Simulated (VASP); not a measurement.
# LiMgBN2 (I-4m2) in VASP: notebook, part 2 of 4

VASP 6.6.1. The steps go on from the part before.

## 3. Single point, PBEsol (atoms shifted along a free coordinate)

File INCAR:

```
SYSTEM = LiMgBN2
PREC     = Accurate       ! precision mode
ENCUT    = 520            ! plane-wave cutoff, eV
EDIFF    = 1E-7           ! SCF threshold, eV
ISMEAR   = 0              ! smearing method
SIGMA    = 0.05           ! smearing width, eV
LREAL    = .False.        ! projectors in reciprocal space
LASPH    = .True.         ! aspherical terms in the spheres
NELM     = 80             ! most SCF steps
ALGO     = Normal         ! electronic algorithm
ISIF     = 2              ! what is computed and relaxed
LWAVE    = .False.        ! write WAVECAR
LCHARG   = .True.         ! write CHGCAR
GGA      = PS             ! functional
LELF     = .True.         ! ELF
LVHAR    = .True.       
NBANDS   = 17             ! bands
```

File KPOINTS:

```
Automatic mesh
0
Gamma
  8 8 8
  0 0 0
```

File POSCAR:

```
LiMgBN2
1.0
   -1.8892991571      1.8892991571      4.4238420579
    1.8892991571     -1.8892991571      4.4238420579
    1.8892991571      1.8892991571     -4.4238420579
Li Mg B N
1 1 1 2
Direct
    0.2500000000      0.7500000000      0.5000000000
    0.7500000000      0.2500000000      0.5000000000
    0.5000000000      0.5000000000      0.0000000000
    0.6608378126      0.6608378126      0.0000000000
    0.3391621874      0.3391621874      0.0000000000
```

Potentials or basis: VASP PAW PBE potentials, release 64 (Li_sv, Mg, B, N).

Started as:

```bash
$ cat potpaw_PBE.64/Li_sv/POTCAR potpaw_PBE.64/Mg/POTCAR potpaw_PBE.64/B/POTCAR potpaw_PBE.64/N/POTCAR > POTCAR
$ mpirun -np 1 vasp_std > vasp.out
```

It took 44 s on 1 thread of Intel Xeon 6975P-C (Granite Rapids), shared host; peak memory 0.27 GiB.

The run converged. Its results:

```
Free energy            : -32.3559 eV
Largest force          : 3.835 eV/Å
Band gap on the k mesh : 2.35 eV (least direct gap 3.66 eV)
```

Forces in eV/Å, atoms in the order of the input:
```
Li   0.000  0.000  0.000
Mg   0.000  0.000  0.000
B    0.000  0.000  0.000
N    0.000  0.000 -3.835
N    0.000  0.000  3.835
```

Levels at points of the mesh, in eV from the valence-band top:
```
           k point  band 7  band 8  band 9  band 10  band 11  band 12
(0.00, 0.00, 0.00)   -1.91   -1.54   -1.54     2.35     6.24     6.95
(0.50, 0.00, 0.00)   -2.21   -1.17   -0.78     4.62     5.48     6.40
(0.50, 0.50, 0.00)   -2.76   -2.11   -0.42     4.87     5.00     5.82
(0.50, 0.50, 0.50)   -2.87    0.00    0.00     3.66     5.95     5.95
```

Caveat: the cell differs from its parent crystal (atoms shifted along a free coordinate); the cutoff is under 1.25 times the usual one of these potentials, so pressure, stress and relaxed cells hold a basis-set (Pulay) error; the PAW data sets were made with another functional, which shifts forces and pressure a little. A k mesh can miss the band edges.

## 4. Single point, PBEsol

File INCAR:

```
SYSTEM = LiMgBN2
ALGO = Normal
EDIFF = 1E-7
ENCUT = 520
GGA = PS
ISIF = 2
ISMEAR = 0
LASPH = .TRUE.
LCHARG = .FALSE.
LREAL = .FALSE.
LWAVE = .FALSE.
NBANDS = 17
NELM = 100
PREC = Accurate
SIGMA = 0.05
```

File KPOINTS:

```
k-points
0
G
  8 8 8
  0 0 0
```

Edit POSCAR of step 3 so:

```diff
@@ -11,3 +11,3 @@
     0.5000000000      0.5000000000      0.0000000000
-    0.6608378126      0.6608378126      0.0000000000
-    0.3391621874      0.3391621874      0.0000000000
+    0.6517393865      0.6517393865      0.0000000000
+    0.3482606135      0.3482606135      0.0000000000
```

Potentials or basis: VASP PAW PBE potentials, release 64 (Li_sv, Mg, B, N).

Started as:

```bash
$ cat potpaw_PBE.64/Li_sv/POTCAR potpaw_PBE.64/Mg/POTCAR potpaw_PBE.64/B/POTCAR potpaw_PBE.64/N/POTCAR > POTCAR
$ mpirun -np 1 vasp_std > vasp.out
```

OUTCAR:

```text
SYSTEM = LiMgBN2
   EDIFF = 1E-7
   ENCUT = 520
   GGA = PS
   ISIF = 2
   ISMEAR = 0
   LASPH = .TRUE.
   LREAL = .FALSE.
   NELM = 100
   PREC = Accurate

 ion  position               nearest neighbor table
   1  0.250  0.750  0.500-   5 2.08   4 2.08   5 2.08   4 2.08   2 2.67   2 2.67   2 2.67   2 2.67

   2  0.750  0.250  0.500-   5 2.08   4 2.08   5 2.08   4 2.08   1 2.67   1 2.67   1 2.67   1 2.67
                             3 2.91   3 2.91   3 2.91   3 2.91
   3  0.500  0.500  0.000-   4 1.34   5 1.34   2 2.91   2 2.91   2 2.91   2 2.91
   4  0.652  0.652  0.000-   3 1.34   2 2.08   1 2.08   1 2.08   2 2.08
   5  0.348  0.348  0.000-   3 1.34   2 2.08   1 2.08   1 2.08   2 2.08

  LATTYP: Found a body centered tetragonal cell.
 ALAT       =     3.7785983142
 C/A-ratio  =     2.3415254494

  Lattice vectors:

 A1 = (  -1.8892991571,   1.8892991571,   4.4238420579)
 A2 = (   1.8892991571,  -1.8892991571,   4.4238420579)
 A3 = (   1.8892991571,   1.8892991571,  -4.4238420579)

Analysis of symmetry for initial positions (statically):
=====================================================================
 Subroutine PRICEL returns:
 Original cell was already a primitive cell.

 Routine SETGRP: Setting up the symmetry group for a
 body centered tetragonal supercell.

 Subroutine GETGRP returns: Found  8 space group operations
 (whereof  8 operations were pure point group operations)
 out of a pool of 16 trial point group operations.

The static configuration has the point symmetry D_2d.

Analysis of symmetry for dynamics (positions and initial velocities):
=====================================================================
 Subroutine PRICEL returns:
 Original cell was already a primitive cell.

 Routine SETGRP: Setting up the symmetry group for a
 body centered tetragonal supercell.

 Subroutine GETGRP returns: Found  8 space group operations
 (whereof  8 operations were pure point group operations)
 out of a pool of 16 trial point group operations.

The dynamic configuration has the point symmetry D_2d.

 Subroutine INISYM returns: Found  8 space group operations
 (whereof  8 operations are pure point group operations),
 and found     1 'primitive' translations

----------------------------------------------------------------------------------------

                                     Primitive cell

  volume of cell :      63.1628

  direct lattice vectors                    reciprocal lattice vectors
    -1.889299157  1.889299157  4.423842058     0.000000000  0.264648401  0.113023927
     1.889299157 -1.889299157  4.423842058     0.264648401  0.000000000  0.113023927
     1.889299157  1.889299157 -4.423842058     0.264648401  0.264648401  0.000000000

  length of vectors
     5.168102279  5.168102279  5.168102279     0.287772799  0.287772799  0.374269357

  position of ions in fractional coordinates (direct lattice)
     0.250000000  0.750000000  0.500000000
     0.750000000  0.250000000  0.500000000
     0.500000000  0.500000000  0.000000000
     0.651739386  0.651739386  0.000000000
     0.348260614  0.348260614  0.000000000

  ion indices of the primitive-cell ions
   primitive index   ion index
                 1           1
                 2           2
                 3           3
                 4           4
                 5           5

[... 26 lines left out ...]
 Following reciprocal coordinates:
            Coordinates               Weight
  0.000000  0.000000  0.000000      1.000000
  0.125000  0.000000 -0.000000      8.000000
  0.250000  0.000000 -0.000000      8.000000
  0.375000  0.000000  0.000000      8.000000
  0.500000  0.000000 -0.000000      4.000000
  0.125000  0.125000 -0.000000      8.000000
[... 16 lines left out ...]
  0.250000  0.125000  0.125000     16.000000
  0.375000  0.125000  0.125000      8.000000
 [... further k-points ...]
   k-points           NKPTS =     59   k-points in BZ     NKDIM =     59   number of bands    NBANDS=     17
   number of dos      NEDOS =    301   number of ions     NIONS =      5
   total plane-waves  NPLWV =  64000
   dimension x,y,z NGX =    40 NGY =   40 NGZ =   40
   dimension x,y,z NGXF=    80 NGYF=   80 NGZF=   80
   ions per type =               1   1   1   2
   NGX,Y,Z   is equivalent  to a cutoff of  12.87, 12.87, 12.87 a.u.
   NGXF,Y,Z  is equivalent  to a cutoff of  25.73, 25.73, 25.73 a.u.
 SYSTEM =  LiMgBN2
   PREC   = accura    normal or accurate (medium, high low for compatibility)
   ISTART =      0    job   : 0-new  1-cont  2-samecut
   ICHARG =      2    charge: 1-file 2-atom 10-const
   ISPIN  =      1    spin polarized calculation?
   LNONCOLLINEAR =      F non collinear calculations
   LSORBIT =      F    spin-orbit coupling
   LASPH  =      T    aspherical Exc in radial PAW
   ENCUT  =  520.0 eV  38.22 Ry    6.18 a.u.   9.61  9.61  9.61*2*pi/ulx,y,z
   NELM   =    100;   NELMIN=  2; NELMDL= -5     # of ELM steps
   EDIFF  = 0.1E-06   stopping-criterion for ELM
   LREAL  =      F    real-space projection
   EDIFFG = 0.1E-05   stopping-criterion for IOM
   NSW    =      0    number of steps for IOM
   IBRION =     -1    ionic relax: 0-MD 1-quasi-New 2-CG
   NFREE  =      0    steps in history (QN), initial steepest desc. (CG)
   ISIF   =      2    stress and relaxation
   ISYM   =      2    0-nonsym 1-usesym 2-fastsym
   POTIM  = 0.5000    time-step for ionic-motion
   TEBEG  =    0.0;   TEEND  =   0.0 temperature during run
   PSTRESS=    0.0 pullay stress
   NELECT =      18.0000    total number of electrons
   NUPDOWN=      -1.0000    fix difference up-down
   EMIN   =  10.00;   EMAX   =-10.00  energy-range for DOS
   EFERMI =   0.00;   METHOD = LEGACY
   ISMEAR =     0;   SIGMA  =   0.05  broadening in eV -4-tet -1-fermi 0-gaus
   EFERMI_NEDOS =   21; number of points for ismear=-14 and -15
   IALGO  =     38    algorithm
   IMIX   =      4    mixing-type and parameters
     AMIX     =   0.40;   BMIX     =  1.00
     AMIX_MAG =   1.60;   BMIX_MAG =  1.00
  volume/ion in A,a.u.               =      12.63        85.25
  Fermi-wavevector in a.u.,A,eV,Ry     =   1.077321  2.035842 15.791215  1.160622
  Thomas-Fermi vector in A             =   2.213230
   LORBIT       =      0    0 simple, 1 ext, 2 COOP (PROOUT), +10 PAW based schemes
   GGA     = PS    functional components
   LHFCALC =     F    Hartree Fock is set to
   AEXX    =    0.0000 exact exchange contribution
   IVDW    =     0    specifies the selected vdW correction
   LEPSILON=     F    determine dielectric tensor
   LRPA    =     F    only Hartree local field effects (RPA)
 non-spin polarized calculation
 Gauss-broadening in eV      SIGMA  =   0.05
  energy-cutoff  :      520.00
  volume of cell :       63.16
 maximum number of plane-waves:      1726
 NGX is ok and might be reduce to    40
   NGX = 19   NGY = 19   NGZ = 19

 number of electron      18.0000002 magnetization

 Free energy of the ion-electron system (eV)
  ---------------------------------------------------
  ext. energy  EPLUGINS =         0.00000000
  ---------------------------------------------------
  free energy    TOTEN  =       -32.68575233 eV

  energy without entropy =      -32.68575233  energy(sigma->0) =      -32.68575233

 E-fermi :   1.1780     XC(G=0):  -8.8284

 val. band max:        0.9350269326   @ k =   0.5000   0.5000   0.5000
 cond. band min:       3.4677823661   @ k =   0.0000   0.0000   0.0000
 fundamental gap:      2.5327554334
 Fermi energy:         1.1779881305

 k-point     1 :       0.0000    0.0000    0.0000
  band No.  band energies     occupation
      1     -41.8446      2.00000
      2     -13.4166      2.00000
      3     -12.3583      2.00000
      4      -3.8605      2.00000
      5      -1.5643      2.00000
      6      -1.1930      2.00000
[... 457 lines left out ...]
      4      -3.4636      2.00000
      5      -3.0965      2.00000
      6      -2.1312      2.00000
[... 9 lines left out ...]
     16      11.6363      0.00000
     17      13.3700      0.00000

 [... further k-points ...]
[... 5 lines left out ...]
  --------------------------------------------------------------------------------------
  -------------------------------------------------------------------------------------
  Total       -0.0363265     -0.0363265      0.0416117      0.0000000     -0.0000000      0.0000000
  in kB       -0.9214516     -0.9214516      1.0555158      0.0000000     -0.0000000      0.0000000
  external PRESSURE =      -0.2624624 kB  Pullay stress =       0.0000000 kB

 VOLUME and BASIS-vectors are now :
 -----------------------------------------------------------------------------
  energy-cutoff  :      520.00
  volume of cell :       63.16
      direct lattice vectors                 reciprocal lattice vectors
    -1.889299157  1.889299157  4.423842058     0.000000000  0.264648401  0.113023927
     1.889299157 -1.889299157  4.423842058     0.264648401  0.000000000  0.113023927
     1.889299157  1.889299157 -4.423842058     0.264648401  0.264648401  0.000000000

 POSITION                                       TOTAL-FORCE (eV/Angst)
 -----------------------------------------------------------------------------------
      1.88930      0.00000      2.21192         0.000000      0.000000      0.000000
      0.00000      1.88930      2.21192         0.000000      0.000000      0.000000
      0.00000      0.00000      4.42384         0.000000      0.000000     -0.000000
      0.00000      0.00000      5.76638        -0.000000     -0.000000      0.017243
      0.00000      0.00000      3.08130         0.000000      0.000000     -0.017243
 -----------------------------------------------------------------------------------
    total drift:                               -0.000000      0.000000     -0.000000

  FREE ENERGIE OF THE ION-ELECTRON SYSTEM (eV)
  ---------------------------------------------------
  free  energy   TOTEN  =       -32.6857523299 eV

  energy  without entropy=      -32.6857523299  energy(sigma->0) =      -32.68575233
```

OSZICAR:

```text
N       E                     dE             d eps       ncg     rms          rms(c)
DAV:   1     0.813076937644E+02    0.81308E+02   -0.82430E+03  2006   0.991E+02
DAV:   2    -0.290888990863E+02   -0.11040E+03   -0.10405E+03  2567   0.225E+02
DAV:   3    -0.386058963563E+02   -0.95170E+01   -0.94759E+01  3400   0.615E+01
DAV:   4    -0.387311384236E+02   -0.12524E+00   -0.12492E+00  2885   0.700E+00
DAV:   5    -0.387360365540E+02   -0.48981E-02   -0.48972E-02  2900   0.107E+00    0.127E+01
DAV:   6    -0.330232716419E+02    0.57128E+01   -0.14090E+01  2619   0.231E+01    0.474E+00
DAV:   7    -0.328021828828E+02    0.22109E+00   -0.84028E-01  2718   0.584E+00    0.323E+00
DAV:   8    -0.326882798443E+02    0.11390E+00   -0.33187E-01  2413   0.377E+00    0.575E-01
DAV:   9    -0.326822169027E+02    0.60629E-02   -0.40159E-02  2925   0.141E+00    0.327E-01
DAV:  10    -0.326846027337E+02   -0.23858E-02   -0.59289E-03  2222   0.581E-01    0.148E-01
DAV:  11    -0.326855099525E+02   -0.90722E-03   -0.76828E-04  2241   0.172E-01    0.846E-02
DAV:  12    -0.326857241671E+02   -0.21421E-03   -0.47116E-04  2239   0.121E-01    0.236E-02
DAV:  13    -0.326857512936E+02   -0.27126E-04   -0.61885E-05  2328   0.506E-02    0.759E-03
DAV:  14    -0.326857522034E+02   -0.90978E-06   -0.82555E-06  2699   0.185E-02    0.171E-03
DAV:  15    -0.326857523408E+02   -0.13742E-06   -0.38228E-07  2535   0.483E-03    0.114E-03
DAV:  16    -0.326857523299E+02    0.10840E-07   -0.70634E-08  1868   0.177E-03
   1 F= -.32685752E+02 E0= -.32685752E+02  d E =-.613152E-14
```

stdout:

```text
POSCAR found type information on POSCAR LiMgB N
 POSCAR found :  4 types and       5 ions
 scaLAPACK will be used
 -----------------------------------------------------------------------------
|                                                                             |
|                                                                             |
|     You enforced a specific xc type in the INCAR file but a different       |
|     I HOPE YOU KNOW WHAT YOU ARE DOING!                                     |
|                                                                             |
 -----------------------------------------------------------------------------

 LDA part: xc-table for (Slater+PW92), standard interpolation
 POSCAR, INCAR and KPOINTS ok, starting setup
 FFT: planning ... GRIDC
 FFT: planning ... GRID_SOFT
 FFT: planning ... GRID
 WAVECAR not read
 entering main loop
```

Run time: 47 s. Hardware: 1 thread of Intel Xeon 6975P-C (Granite Rapids), shared host; peak memory 0.27 GiB.

What came out:

```yaml
Free_energy: -32.6858 eV
Largest_force: 0.017 eV/Å
Band_gap_on_the_k_mesh: 2.53 eV (least direct gap 3.44 eV)
```

Forces in eV/Å, atoms in the order of the input:
```
Li   0.000  0.000  0.000
Mg   0.000  0.000  0.000
B    0.000  0.000  0.000
N    0.000  0.000  0.017
N    0.000  0.000 -0.017
```

Caveat: the cutoff is under 1.25 times the usual one of these potentials, so pressure, stress and relaxed cells hold a basis-set (Pulay) error; the PAW data sets were made with another functional, which shifts forces and pressure a little. A k mesh can miss the band edges.

(Continued in part 3 of 4.)
